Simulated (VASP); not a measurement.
A run of VASP 6.6.1 is set up as follows.

File INCAR:

```
SYSTEM = Li8Br3Cl5
ALGO = Normal ; EDIFF = 1E-7
ENCUT = 520 ; GGA = RP
ISIF = 2 ; ISMEAR = -5
LASPH = .TRUE. ; LCHARG = .TRUE.
LELF = .TRUE. ; LREAL = Auto
LVHAR = .TRUE. ; LWAVE = .FALSE.
NBANDS = 54 ; NELM = 80
PREC = Accurate ; SIGMA = 0.05
```

KPOINTS

```
Automatic mesh
0
Gamma
  2 2 2
  0.5 0.5 0.5
```

File POSCAR:

```
Li8Br3Cl5
1.0
    0.0000000000      5.1974390000      5.1974390000
    5.1974390000      0.0000000000      5.1974390000
    5.1974390000      5.1974390000      0.0000000000
Cl Br Li
5 3 8
Direct
    0.7503870000      0.2460000000      0.2489190000
    0.2497050000      0.7492670000      0.7540430000
    0.2514920000      0.7447480000      0.2533040000
    0.2444000000      0.2516270000      0.7506420000
    0.7468450000      0.7511840000      0.2525770000
    0.7478890000      0.2498310000      0.7508690000
    0.2493340000      0.2520380000      0.2521080000
    0.7505310000      0.7516870000      0.7531730000
    0.9987550000      0.9995220000      0.0013710000
    0.5024280000      0.5005960000      0.4984550000
    0.9940380000      0.9932480000      0.5046720000
    0.5062370000      0.4986700000      0.9954340000
    0.0004980000      0.4983510000      0.0039500000
    0.5013960000      0.9995340000      0.4943200000
    0.4986830000      0.0041910000      0.9964540000
    0.0005890000      0.4993310000      0.5031540000
```

Potentials or basis: VASP PAW PBE potentials, release 64 (Cl, Br, Li_sv).

The run is started by

```bash
$ cat potpaw_PBE.64/Cl/POTCAR potpaw_PBE.64/Br/POTCAR potpaw_PBE.64/Li_sv/POTCAR > POTCAR
$ mpirun -np 1 vasp_std > vasp.out
```

(1) Predict the band gap on the k mesh.

(2) Estimate the largest force.

Answers

(1) 6.61 eV (least direct gap 6.62 eV).

(2) 0.269 eV/Å.

Caveat: the PAW data sets were made with another functional, which shifts forces and pressure a little; a shifted mesh leaves out Γ, where band edges can lie.
